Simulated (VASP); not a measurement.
# Cs (Im-3m) in VASP: notebook, part 2 of 2

VASP 6.6.1. Earlier steps stand in the parts before.

## (5) Single point, PBE

INCAR reads:

```
  ALGO = Normal
  EDIFF = 1E-6
  ENCUT = 520
  GGA = PE
  ISIF = 2
  ISMEAR = 1
  LASPH = T
  LCHARG = F
  LREAL = F
  LWAVE = F
  NBANDS = 10
  NELM = 100
  PREC = Accurate
  SIGMA = 1.0
```

KPOINTS reads:

```
k-points
0
Gamma
  7 7 7
```

POSCAR reads:

```
Cs
1.0
   -3.0771709509      3.0771709509      3.0771709509
    3.0771709509     -3.0771709509      3.0771709509
    3.0771709509      3.0771709509     -3.0771709509
Cs
1
Direct
    0.0000000000      0.0000000000      0.0000000000
```

Potentials or basis: VASP PAW PBE potentials, release 64 (Cs_sv).

Launch:

```console
> cat potpaw_PBE.64/Cs_sv/POTCAR > POTCAR
> mpirun -np 1 vasp_std > vasp.out
```

OUTCAR:

```text
EDIFF = 1E-6
   ENCUT = 520
   GGA = PE
   ISIF = 2
   ISMEAR = 1
   LASPH = T
   LREAL = F
   NELM = 100
   PREC = Accurate

 ion  position               nearest neighbor table
   1  0.000  0.000  0.000-

  LATTYP: Found a body centered cubic cell.
 ALAT       =     6.1543419018

  Lattice vectors:

 A1 = (  -3.0771709509,   3.0771709509,   3.0771709509)
 A2 = (   3.0771709509,  -3.0771709509,   3.0771709509)
 A3 = (   3.0771709509,   3.0771709509,  -3.0771709509)

Analysis of symmetry for initial positions (statically):
=====================================================================
 Subroutine PRICEL returns:
 Original cell was already a primitive cell.

 Routine SETGRP: Setting up the symmetry group for a
 body centered cubic supercell.

 Subroutine GETGRP returns: Found 48 space group operations
 (whereof 48 operations were pure point group operations)
 out of a pool of 48 trial point group operations.

The static configuration has the point symmetry O_h .

Analysis of symmetry for dynamics (positions and initial velocities):
=====================================================================
[... 157 lines left out ...]

 k-point     1 :       0.0000    0.0000    0.0000
  band No.  band energies     occupation
      1     -23.4568      2.00000
      2     -10.2005      2.00000
      3     -10.2005      2.00000
      4     -10.2005      2.00000
      5      -1.2465      2.03915
      6       2.9039     -0.00260
      7       2.9039     -0.00260
      8       2.9039     -0.00260
      9       3.7443     -0.00003
     10       3.7443     -0.00003
[... 235 lines left out ...]
 k-point    20 :      -0.4286    0.4286    0.4286
  band No.  band energies     occupation
      1     -23.4461      2.00000
      2     -10.2932      2.00000
      3     -10.2889      2.00000
      4     -10.2889      2.00000
      5       1.0504      0.14223
      6       1.1475      0.06845
      7       3.0953     -0.00107
      8       3.2109     -0.00060
      9       3.2109     -0.00060
     10       4.6547     -0.00000

------------------------ aborting loop because EDIFF is reached ----------------------------------------

  FORCE on cell =-STRESS in cart. coord.  units (eV):
  Direction    XX          YY          ZZ          XY          YZ          ZX
  --------------------------------------------------------------------------------------
  -------------------------------------------------------------------------------------
  Total       -0.0151105     -0.0151105     -0.0151105     -0.0000000     -0.0000000      0.0000000
  in kB       -0.2077181     -0.2077181     -0.2077181     -0.0000000     -0.0000000      0.0000000
  external PRESSURE =      -0.2077181 kB  Pullay stress =       0.0000000 kB

 VOLUME and BASIS-vectors are now :
 -----------------------------------------------------------------------------
  energy-cutoff  :      520.00
  volume of cell :      116.55
      direct lattice vectors                 reciprocal lattice vectors
    -3.077170951  3.077170951  3.077170951     0.000000000  0.162486910  0.162486910
     3.077170951 -3.077170951  3.077170951     0.162486910  0.000000000  0.162486910
     3.077170951  3.077170951 -3.077170951     0.162486910  0.162486910  0.000000000

 POSITION                                       TOTAL-FORCE (eV/Angst)
 -----------------------------------------------------------------------------------
      0.00000      0.00000      0.00000        -0.000000     -0.000000      0.000000
 -----------------------------------------------------------------------------------
    total drift:                               -0.000000      0.000000      0.000000

  FREE ENERGIE OF THE ION-ELECTRON SYSTEM (eV)
  ---------------------------------------------------
  free  energy   TOTEN  =        -0.8393974921 eV

  energy  without entropy=       -0.8738121705  energy(sigma->0) =       -0.85086905
```

OSZICAR:

```text
N       E                     dE             d eps       ncg     rms          rms(c)
DAV:   1     0.513108156789E+02    0.51311E+02   -0.28499E+03   400   0.621E+02
DAV:   2     0.445773635743E+01   -0.46853E+02   -0.45990E+02   526   0.104E+02
DAV:   3    -0.763854126459E+00   -0.52216E+01   -0.52173E+01   466   0.409E+01
DAV:   4    -0.837386768098E+00   -0.73533E-01   -0.73527E-01   498   0.579E+00
DAV:   5    -0.837763821806E+00   -0.37705E-03   -0.37713E-03   518   0.374E-01    0.138E-01
DAV:   6    -0.838255454830E+00   -0.49163E-03   -0.15869E-03   508   0.191E-01    0.959E-02
DAV:   7    -0.839281048437E+00   -0.10256E-02   -0.39406E-03   434   0.309E-01    0.393E-02
DAV:   8    -0.839395743337E+00   -0.11469E-03   -0.14821E-04   454   0.741E-02    0.476E-03
DAV:   9    -0.839398152958E+00   -0.24096E-05   -0.59734E-06   614   0.128E-02    0.328E-03
DAV:  10    -0.839397492132E+00    0.66083E-06   -0.11386E-06   436   0.538E-03
   1 F= -.83939749E+00 E0= -.85086905E+00  d E =0.344147E-01
```

Run time: 36 s. Hardware: 1 thread of AMD EPYC 7R13, shared host; peak memory 0.21 GiB.

Results:

```yaml
Free_energy: -0.8394 eV
Pressure: 0.0 GPa
Band_gap_on_the_k_mesh: zero (an odd number of electrons rules out a gap without spin polarisation)
```

Levels at points of the mesh, in eV from the Fermi level:
```csv
k point,band 2,band 3,band 4,band 5,band 6,band 7,band 8,band 9
"(0.00, 0.00, 0.00)",-10.63,-10.63,-10.63,-1.68,2.47,2.47,2.47,3.31
```

Caveat: so wide a smearing shifts energies and pressures; spin-orbit coupling is left out, which moves the levels of the heavy elements.

## (6) Single point, PBE

INCAR reads:

```
PREC = Accurate ; ENCUT = 520
EDIFF = 1E-7 ; ISMEAR = 1
SIGMA = 0.03 ; LREAL = F
LASPH = T ; NELM = 60
ALGO = Normal ; ISIF = 2
LWAVE = F ; LCHARG = T
GGA = PE ; LELF = T
LVHAR = T ; NBANDS = 10
```

KPOINTS reads:

```
regular mesh
0
Gamma
  7 7 7
```

POSCAR is that of step 5.

Potentials or basis: VASP PAW PBE potentials, release 64 (Cs_sv).

Launch:

```console
> cat potpaw_PBE.64/Cs_sv/POTCAR > POTCAR
> mpirun -np 1 vasp_std > vasp.out
```

It took 44 s on 1 thread of AMD EPYC 7R13, shared host; peak memory 0.21 GiB.

The run converged. Its results:

- Free energy: -0.8517 eV
- Pressure: 0.0 GPa
- Band gap on the k mesh: zero (an odd number of electrons rules out a gap without spin polarisation)

Levels at points of the mesh, in eV from the Fermi level:
```csv
k point,band 3,band 4,band 5,band 6,band 7,band 8
"(0.00, 0.00, 0.00)",-10.61,-10.61,-1.67,2.48,2.48,2.48
```

Caveat: spin-orbit coupling is left out, which moves the levels of the heavy elements.

## (7) Overview

```csv
smearing,gap on the mesh (eV),pressure (GPa)
methfessel-paxton 0.2 eV,none,0.0
methfessel-paxton 0.3 eV,none,0.0
methfessel-paxton 0.6 eV,none,0.0
methfessel-paxton 1 eV,none,0.0
methfessel-paxton 0.03 eV,none,0.0
```

Alike in all rows: task single point; level PBE; potentials or basis VASP PAW PBE potentials, release 64 (Cs_sv); no spin polarisation; cell as given; k mesh 7 × 7 × 7; cutoff (eV) 520.

Caveats: spin-orbit coupling is left out, which moves the levels of the heavy elements; so wide a smearing shifts energies and pressures (at least some runs).

Total energies depend on the potentials used, so only differences within one code and one set of settings carry meaning.
